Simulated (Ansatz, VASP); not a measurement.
# SnO2 in VASP and in Ansatz

INCAR

```
PREC = Accurate
ENCUT = 520
EDIFF = 1E-6
ISMEAR = 0
SIGMA = 0.1
LREAL = F
LASPH = T
NELM = 100
ALGO = Normal
ISIF = 2
LWAVE = F
LCHARG = F
LDIPOL = T
IDIPOL = 3
DIPOL = 0.5 0.5 0.500
GGA = PE
IVDW = 12
NBANDS = 35
```

File KPOINTS:

```
Automatic mesh
0
Gamma
  6 6 1
```

File POSCAR:

```
SnO2
1.0
    2.6066423600      0.0000000000      0.0000000000
    0.0000000000      2.6066423600      0.0000000000
    0.0000000000      0.0000000000     21.0000000000
Sn O
2 4
Direct
    0.0000000000      0.0000000000      0.3974476200
    0.5000000000      0.5000000000      0.6025523800
    0.5000000000      0.5000000000      0.4378571400
    0.5000000000      0.5000000000      0.3570380900
    0.0000000000      0.0000000000      0.6429619100
    0.0000000000      0.0000000000      0.5621428600
```

Input for Ansatz:

```yaml
crystal:
  lattice:
    - [2.60664236, 0.0, 0.0]
    - [0.0, 2.60664236, 0.0]
    - [0.0, 0.0, 21.0]
  atoms:
    - { symbol: Sn, position: [0.0, 0.0, 0.39744762] }
    - { symbol: Sn, position: [0.5, 0.5, 0.60255238] }
    - { symbol: O, position: [0.5, 0.5, 0.43785714] }
    - { symbol: O, position: [0.5, 0.5, 0.35703809] }
    - { symbol: O, position: [0.0, 0.0, 0.64296191] }
    - { symbol: O, position: [0.0, 0.0, 0.56214286] }
  periodic: [true, true, false]
basis:
  ecutwfc: 420
kpoints:
  mp_grid: { grid: [6, 6, 1] }
hamiltonian:
  xc: pbe
  dispersion: d3bj
scf:
  occupations: { method: gaussian, width: 0.1 }
  lower_state_search: "off"
output:
  forces: true
  stress: true
  eigenvalues: true
```

Alike in both runs: task single point; functional PBE; dispersion D3(BJ); k mesh 6 × 6 × 1; occupations gaussian, width 0.1 eV; no spin polarisation.

|  | VASP | Ansatz |
| --- | --- | --- |
| version | VASP 6.6.1 | Ansatz 0.2.0 |
| potentials or method | VASP PAW PBE potentials, release 64 (Sn_d, O), cutoff 520 eV | scalar-relativistic, plane waves, PAW |
| valence electrons in the cell | 52 | 52 |

```csv
,VASP,Ansatz,Ansatz less VASP
gap on the k mesh at the Fermi level (eV),none,none,-
rms of the force components (eV/Å),8.011,7.965,-0.0465
```

Atom by atom the forces differ by 0.047 eV/Å (rms over components). A gap of «none» marks a metal or a gap that the smearing closes. Ansatz's warnings: slab cell height set.

The k mesh is coarse, so the values compare programs but aren't converged.
